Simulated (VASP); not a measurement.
A run of VASP 6.6.1 is set up as follows.

POSCAR

```
NbB2
1.0
    3.0860000000      0.0000000000      0.0000000000
   -1.5430000000      2.6725543961      0.0000000000
    0.0000000000      0.0000000000      3.3060000000
Nb B
1 2
Direct
    0.0000000000      0.0000000000      0.0000000000
    0.3333333333      0.6666666667      0.5000000000
    0.6666666667      0.3333333333      0.5000000000
```

File INCAR.step1:

```
SYSTEM = NbB2
PREC = Accurate ; ENCUT = 420
EDIFF = 1E-6 ; ISMEAR = -1
SIGMA = 0.1 ; LREAL = .FALSE.
LASPH = .TRUE. ; NELM = 120
ALGO = Normal ; ISIF = 2
LWAVE = .FALSE. ; LCHARG = .TRUE.
LMAXMIX = 4 ; GGA = PS
IVDW = 13 ; NBANDS = 16
GGA_COMPAT = .FALSE. ; NEDOS = 2001
LORBIT = 11
```

KPOINTS.step1

```
Automatic mesh
0
G
  8 8 7
  0 0 0
```

INCAR.step2

```
SYSTEM = NbB2
PREC = Accurate ; ENCUT = 420
EDIFF = 1E-6 ; ISMEAR = -5
SIGMA = 0.1 ; LREAL = .FALSE.
LASPH = .TRUE. ; NELM = 120
ALGO = Normal ; ISIF = 2
LWAVE = .FALSE. ; LCHARG = .FALSE.
LMAXMIX = 4 ; GGA = PS
IVDW = 13 ; LORBIT = 11
NBANDS = 16 ; NEDOS = 1001
ICHARG = 11 ; GGA_COMPAT = .FALSE.
```

The input KPOINTS.step2:

```
Automatic mesh
0
G
  12 12 11
  0 0 0
```

Potentials or basis: VASP PAW PBE potentials, release 64 (Nb_sv, B).

Run with:

```bash
$ cat potpaw_PBE.64/Nb_sv/POTCAR potpaw_PBE.64/B/POTCAR > POTCAR
$ cp INCAR.step1 INCAR
$ cp KPOINTS.step1 KPOINTS
$ mpirun -np 1 vasp_std > vasp.out
$ cp INCAR.step2 INCAR
$ cp KPOINTS.step2 KPOINTS
$ mpirun -np 1 vasp_std > vasp.out
```

Estimate the dispersion energy per atom.

-0.222 eV.
